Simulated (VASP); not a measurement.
# Ag (Im-3m) in VASP: further runs

The runs below take Ag through single point, with LDA.

Everything below comes from runs of VASP 6.6.1. Logs are shortened: lines on timing, memory, paths and dates and some standing lists are left out, and cuts for length are marked.

## (1) The cell of the first run

It takes space group Im-3m (No. 229, cubic). Conventional cell: a = 3.140 Å, b = 3.140 Å, c = 3.140 Å, α = 90.00°, β = 90.00°, γ = 90.00°. Within 3.6 Å of Ag (site symmetry m-3m) lie 14 Ag at 2.72 to 3.14 Å.

## (2) Single point, LDA (volume scaled by 0.96)

INCAR reads:

```
SYSTEM = Ag
  ALGO = Normal
  EDIFF = 1E-6
  ENCUT = 520
  ISIF = 2
  ISMEAR = -1
  LASPH = .TRUE.
  LCHARG = .FALSE.
  LREAL = .FALSE.
  LWAVE = .FALSE.
  NBANDS = 12
  NELM = 60
  PREC = Accurate
  SIGMA = 0.1
```

KPOINTS reads:

```
k-points
0
G
  16 16 16
  0 0 0
```

POSCAR reads:

```
Ag
1.0
   -1.5697879335      1.5697879335      1.5697879335
    1.5697879335     -1.5697879335      1.5697879335
    1.5697879335      1.5697879335     -1.5697879335
Ag
1
Direct
    0.0000000000      0.0000000000      0.0000000000
```

Potentials or basis: VASP PAW LDA potentials, release 64 (Ag).

Started as:

```sh
$ cat potpaw_LDA.64/Ag/POTCAR > POTCAR
$ mpirun -np 1 vasp_std > vasp.out
```

OUTCAR:

```text
SYSTEM = Ag
   EDIFF = 1E-6
   ENCUT = 520
   ISIF = 2
   ISMEAR = -1
   LASPH = .TRUE.
   LREAL = .FALSE.
   NELM = 60
   PREC = Accurate

 ion  position               nearest neighbor table
   1  0.000  0.000  0.000-

  LATTYP: Found a body centered cubic cell.
 ALAT       =     3.1395758670

  Lattice vectors:

 A1 = (  -1.5697879335,   1.5697879335,   1.5697879335)
 A2 = (   1.5697879335,  -1.5697879335,   1.5697879335)
 A3 = (   1.5697879335,   1.5697879335,  -1.5697879335)

Analysis of symmetry for initial positions (statically):
=====================================================================
 Subroutine PRICEL returns:
 Original cell was already a primitive cell.

 Routine SETGRP: Setting up the symmetry group for a
 body centered cubic supercell.

 Subroutine GETGRP returns: Found 48 space group operations
[... 9 lines left out ...]

 Routine SETGRP: Setting up the symmetry group for a
 body centered cubic supercell.

 Subroutine GETGRP returns: Found 48 space group operations
[... 11 lines left out ...]
                                     Primitive cell

  volume of cell :      15.4733

  direct lattice vectors                    reciprocal lattice vectors
    -1.569787934  1.569787934  1.569787934     0.000000000  0.318514361  0.318514361
     1.569787934 -1.569787934  1.569787934     0.318514361  0.000000000  0.318514361
     1.569787934  1.569787934 -1.569787934     0.318514361  0.318514361  0.000000000

  length of vectors
     2.718952458  2.718952458  2.718952458     0.450447329  0.450447329  0.450447329

  position of ions in fractional coordinates (direct lattice)
     0.000000000  0.000000000  0.000000000

  ion indices of the primitive-cell ions
   primitive index   ion index
                 1           1

----------------------------------------------------------------------------------------

 KPOINTS: k-points

Automatic generation of k-mesh.
 Grid dimensions read from file:
 generate k-points for:   16   16   16

 Generating k-lattice:

  Cartesian coordinates                     Fractional coordinates (reciprocal lattice)
     0.000000000  0.019907148  0.019907148     0.062500000  0.000000000  0.000000000
     0.019907148  0.000000000  0.019907148     0.000000000  0.062500000  0.000000000
     0.019907148  0.019907148  0.000000000     0.000000000  0.000000000  0.062500000

  Length of vectors
     0.028152958  0.028152958  0.028152958

  Shift w.r.t. Gamma in fractional coordinates (k-lattice)
     0.000000000  0.000000000  0.000000000

 Subroutine IBZKPT returns following result:
[... 49 lines left out ...]
   EDIFF  = 0.1E-05   stopping-criterion for ELM
   LREAL  =      F    real-space projection
   EDIFFG = 0.1E-04   stopping-criterion for IOM
   NSW    =      0    number of steps for IOM
   IBRION =     -1    ionic relax: 0-MD 1-quasi-New 2-CG
   NFREE  =      0    steps in history (QN), initial steepest desc. (CG)
   ISIF   =      2    stress and relaxation
   ISYM   =      2    0-nonsym 1-usesym 2-fastsym
   POTIM  = 0.5000    time-step for ionic-motion
   TEBEG  =    0.0;   TEEND  =   0.0 temperature during run
   PSTRESS=    0.0 pullay stress
   NELECT =      11.0000    total number of electrons
   NUPDOWN=      -1.0000    fix difference up-down
   EMIN   =  10.00;   EMAX   =-10.00  energy-range for DOS
   EFERMI =   0.00;   METHOD = LEGACY
   ISMEAR =    -1;   SIGMA  =   0.10  broadening in eV -4-tet -1-fermi 0-gaus
   EFERMI_NEDOS =   21; number of points for ismear=-14 and -15
   IALGO  =     38    algorithm
   IMIX   =      4    mixing-type and parameters
     AMIX     =   0.40;   BMIX     =  1.00
     AMIX_MAG =   1.60;   BMIX_MAG =  1.00
  volume/ion in A,a.u.               =      15.47       104.42
  Fermi-wavevector in a.u.,A,eV,Ry     =   1.461094  2.761067 29.045648  2.134795
  Thomas-Fermi vector in A             =   2.577466
   LORBIT       =      0    0 simple, 1 ext, 2 COOP (PROOUT), +10 PAW based schemes
   GGA     = CA    functional components
   LHFCALC =     F    Hartree Fock is set to
   AEXX    =    0.0000 exact exchange contribution
   IVDW    =     0    specifies the selected vdW correction
   LEPSILON=     F    determine dielectric tensor
   LRPA    =     F    only Hartree local field effects (RPA)
 non-spin polarized calculation
  energy-cutoff  :      520.00
  volume of cell :       15.47
 maximum number of plane-waves:       430
   NGX = 11   NGY = 11   NGZ = 11

 number of electron      11.0000008 magnetization

 Free energy of the ion-electron system (eV)
  ---------------------------------------------------
  ext. energy  EPLUGINS =         0.00000000
  ---------------------------------------------------
  free energy    TOTEN  =        -3.73001613 eV

  energy without entropy =       -3.71694391  energy(sigma->0) =       -3.72348002

 E-fermi :   9.6477     XC(G=0): -13.1647

 val. band max:        9.6140829224   @ k =   0.3125   0.1250   0.0625
 cond. band min:       9.6640320742   @ k =   0.5000   0.5000   0.0625
 fundamental gap:      0.0499491519
 Fermi energy:         9.6477137621

 k-point     1 :       0.0000    0.0000    0.0000
  band No.  band energies     occupation
      1       1.0264      2.00000
      2       4.2972      2.00000
      3       4.2972      2.00000
      4       4.2972      2.00000
      5       5.8935      2.00000
      6       5.8935      2.00000
      7      27.8687      0.00000
      8      27.8687      0.00000
      9      27.8687      0.00000
     10      35.2502      0.00000
     11      35.2502      0.00000
     12      35.6811      0.00000
[... 331 lines left out ...]
 k-point    24 :       0.2500    0.1875    0.0000
  band No.  band energies     occupation
      1       3.1731      2.00000
      2       3.7553      2.00000
      3       4.6677      2.00000
      4       5.6261      2.00000
      5       6.1579      2.00000
      6       8.4704      1.99998
      7      19.0647      0.00000
      8      20.8290      0.00000
      9      25.3908      0.00000
     10      30.2766      0.00000
     11      33.8692      0.00000
     12      36.6409      0.00000

 [... further k-points ...]
[... 5 lines left out ...]
  --------------------------------------------------------------------------------------
  -------------------------------------------------------------------------------------
  Total        0.6052028      0.6052028      0.6052028      0.0000000      0.0000000      0.0000000
  in kB       62.6655062     62.6655062     62.6655062      0.0000000      0.0000000      0.0000000
  external PRESSURE =      62.6655062 kB  Pullay stress =       0.0000000 kB

 VOLUME and BASIS-vectors are now :
 -----------------------------------------------------------------------------
  energy-cutoff  :      520.00
  volume of cell :       15.47
      direct lattice vectors                 reciprocal lattice vectors
    -1.569787934  1.569787934  1.569787934     0.000000000  0.318514361  0.318514361
     1.569787934 -1.569787934  1.569787934     0.318514361  0.000000000  0.318514361
     1.569787934  1.569787934 -1.569787934     0.318514361  0.318514361  0.000000000

 POSITION                                       TOTAL-FORCE (eV/Angst)
 -----------------------------------------------------------------------------------
      0.00000      0.00000      0.00000         0.000000     -0.000000      0.000000
 -----------------------------------------------------------------------------------
    total drift:                                0.000000     -0.000000      0.000000

  FREE ENERGIE OF THE ION-ELECTRON SYSTEM (eV)
  ---------------------------------------------------
  free  energy   TOTEN  =        -3.7300161309 eV

  energy  without entropy=       -3.7169439141  energy(sigma->0) =       -3.72348002
```

stdout:

```text
POSCAR found type information on POSCAR Ag
 POSCAR found :  1 types and       1 ions
 scaLAPACK will be used
 LDA part: xc-table for (Slater(with rela. corr.)+CA(PZ))
 , standard interpolation
 POSCAR, INCAR and KPOINTS ok, starting setup
 FFT: planning ... GRIDC
 FFT: planning ... GRID_SOFT
 FFT: planning ... GRID
 WAVECAR not read
 entering main loop
```

Wall time 12 s (1 thread of Intel Xeon Platinum 8488C (Sapphire Rapids), shared host); peak memory 0.13 GiB.

What came out:

```yaml
Free_energy: -3.7300 eV
Pressure: 6.3 GPa
```

Levels at points of the mesh, in eV from the Fermi level:
| k point | band 3 | band 4 | band 5 | band 6 | band 7 | band 8 |
| --- | --- | --- | --- | --- | --- | --- |
| (0.00, 0.00, 0.00) | -5.35 | -5.35 | -3.75 | -3.75 | 18.22 | 18.22 |
| (0.50, 0.00, 0.00) | -3.82 | -3.60 | -2.53 | -0.41 | 4.70 | 13.59 |
| (0.50, 0.50, 0.50) | -2.83 | -2.83 | -2.83 | 7.06 | 7.06 | 7.06 |

Caveat: the cell differs from its parent crystal (volume scaled by 0.96).

## (3) Single point, LDA

This run uses another cell than the first one, of 16.12 Å³/atom, 1.042 times its volume.

INCAR reads:

```
  PREC = Accurate
  ENCUT = 520
  EDIFF = 1E-6
  ISMEAR = -1
  SIGMA = 0.1
  LREAL = F
  LASPH = T
  NELM = 80
  ALGO = Normal
  ISIF = 2
  LWAVE = F
  LCHARG = T
  LELF = T
  LVHAR = T
  NBANDS = 12
```

KPOINTS reads:

```
Automatic mesh
0
Gamma
  16 16 16
```

POSCAR reads:

```
Ag
1.0
   -1.5912945503      1.5912945503      1.5912945503
    1.5912945503     -1.5912945503      1.5912945503
    1.5912945503      1.5912945503     -1.5912945503
Ag
1
Direct
    0.0000000000      0.0000000000      0.0000000000
```

Potentials or basis: VASP PAW LDA potentials, release 64 (Ag).

Started as:

```sh
$ cat potpaw_LDA.64/Ag/POTCAR > POTCAR
$ mpirun -np 1 vasp_std > vasp.out
```

It took 11 s on 1 thread of Intel Xeon Platinum 8488C (Sapphire Rapids), shared host; peak memory 0.14 GiB.

It converged, with:

```yaml
Free_energy: -3.7427 eV
Pressure: 0.1 GPa
```

Levels at points of the mesh, in eV from the Fermi level:
| k point | band 1 | band 2 | band 3 | band 4 | band 5 | band 6 | band 7 | band 8 | band 9 | band 10 |
| --- | --- | --- | --- | --- | --- | --- | --- | --- | --- | --- |
| (0.00, 0.00, 0.00) | -8.28 | -5.16 | -5.16 | -5.16 | -3.66 | -3.66 | 18.12 | 18.12 | 18.12 | 25.10 |
| (0.50, 0.00, 0.00) | -6.82 | -6.03 | -3.73 | -3.52 | -2.53 | -0.29 | 4.45 | 13.48 | 14.84 | 20.79 |
| (0.50, 0.50, 0.50) | -6.76 | -6.76 | -2.81 | -2.81 | -2.81 | 6.95 | 6.95 | 6.95 | 13.53 | 14.15 |

## (4) Single point, LDA (volume scaled by 1.04)

INCAR reads:

```
ALGO     = Normal         # electronic algorithm
EDIFF    = 1E-6           # SCF threshold, eV
ENCUT    = 520            # plane-wave cutoff, eV
GGA      = CA             # functional
ISIF     = 2              # what is computed and relaxed
ISMEAR   = -1             # smearing method
LASPH    = T              # aspherical terms in the spheres
LCHARG   = F              # write CHGCAR
LREAL    = F              # projectors in reciprocal space
LWAVE    = F              # write WAVECAR
NBANDS   = 12             # bands
NELM     = 100            # most SCF steps
PREC     = Accurate       # precision mode
SIGMA    = 0.1            # smearing width, eV
```

KPOINTS reads:

```
k-points
0
Gamma
  16 16 16
```

POSCAR reads:

```
Ag
1.0
   -1.6122350379      1.6122350379      1.6122350379
    1.6122350379     -1.6122350379      1.6122350379
    1.6122350379      1.6122350379     -1.6122350379
Ag
1
Direct
    0.0000000000      0.0000000000      0.0000000000
```

Started as:

```sh
$ cat potpaw_LDA.64/Ag/POTCAR > POTCAR
$ mpirun -np 1 vasp_std > vasp.out
```

Wall time 12 s (1 thread of Intel Xeon Platinum 8488C (Sapphire Rapids), shared host); peak memory 0.14 GiB.

Results (log left out):

| Property | Result |
| --- | --- |
| Free energy | -3.7336 eV |
| Pressure | -4.6 GPa |

Levels at points of the mesh, in eV from the Fermi level:
| k point | band 4 | band 5 | band 6 | band 7 | band 8 | band 9 |
| --- | --- | --- | --- | --- | --- | --- |
| (0.00, 0.00, 0.00) | -4.99 | -3.59 | -3.59 | 18.00 | 18.00 | 18.00 |
| (0.50, 0.00, 0.00) | -3.46 | -2.53 | -0.18 | 4.21 | 13.36 | 14.48 |
| (0.50, 0.50, 0.50) | -2.79 | -2.79 | 6.84 | 6.84 | 6.84 | 12.95 |

Caveat: the cell differs from its parent crystal (volume scaled by 1.04).

## (5) Overview

| cell | gap on the mesh (eV) | pressure (GPa) |
| --- | --- | --- |
| a = 2.719 Å, angles 109.5°, 1 atom | none | 6.3 |
| a = 2.756 Å, angles 109.5°, 1 atom | none | 0.1 |
| a = 2.792 Å, angles 109.5°, 1 atom | none | -4.6 |

Alike in all rows: task single point; level LDA; potentials or basis VASP PAW LDA potentials, release 64 (Ag); no spin polarisation; k mesh 16 × 16 × 16; cutoff (eV) 520; smearing fermi-dirac 0.1 eV.

Absolute energies hang on the potentials; compare differences alone.
